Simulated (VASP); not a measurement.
Set up this calculation in VASP 6.6.1, as the native input.

```
Task                   : relaxation of cell and atoms
Functional             : PBEsol
Potentials or basis    : VASP PAW PBE potentials, release 64 (W_sv)
Cutoff                 : 600 eV
k mesh                 : 12 × 12 × 12
Occupations            : fermi-dirac, width 0.05 eV
Spin                   : no spin polarisation
Dipole correction      : no
Further INCAR settings : ALGO = Normal; EDIFF = 1e-06; IBRION = 2; EDIFFG = -0.02; NSW = 80; ISIF = 3
```

The structure of W lies in POSCAR:

```
W
1.0
   -1.5823450000      1.5823450000      1.5823450000
    1.5823450000     -1.5823450000      1.5823450000
    1.5823450000      1.5823450000     -1.5823450000
W
1
Direct
    0.0000000000      0.0000000000      0.0000000000
```

These files were run (other wordings do the same):

INCAR

```
PREC = Accurate ; ENCUT = 600
EDIFF = 1E-6 ; ISMEAR = -1
SIGMA = 0.05 ; LREAL = False
LASPH = True ; NELM = 60
ALGO = Normal ; ISIF = 3
LWAVE = False ; LCHARG = False
GGA = PS ; IBRION = 2
NSW = 80 ; EDIFFG = -0.02
```

KPOINTS

```
regular mesh
0
Gamma
  12 12 12
```

Potentials or basis: VASP PAW PBE potentials, release 64 (W_sv).

Launch:

```sh
$ cat potpaw_PBE.64/W_sv/POTCAR > POTCAR
$ mpirun -np 1 vasp_std > vasp.out
```

Results of the run:

```yaml
Relaxed_volume: 15.73 Å³/atom
Relaxed_cell: a = 2.734 Å, b = 2.734 Å, c = 2.734 Å, α = 109.47°, β = 109.47°, γ = 109.47°
Space_group_after_relaxing_to_0.05_Å: Im-3m (No. 229)
Energy_gained_by_relaxing: 0.8 meV/atom
Ionic_steps: 3
Pressure_after_relaxing: 0.0 GPa
Band_gap_on_the_k_mesh: zero (band 7 reaches 16.62 eV, above the bottom of band 8 at 10.14 eV)
```

Caveat: the PAW data sets were made with another functional, which shifts forces and pressure a little; spin-orbit coupling is left out, which moves the levels of the heavy elements.

Wall time 9.7 s on 1 thread of Intel(R) Xeon(R) 6975P-C (Granite Rapids), on a shared host, peak memory 0.15 GiB.
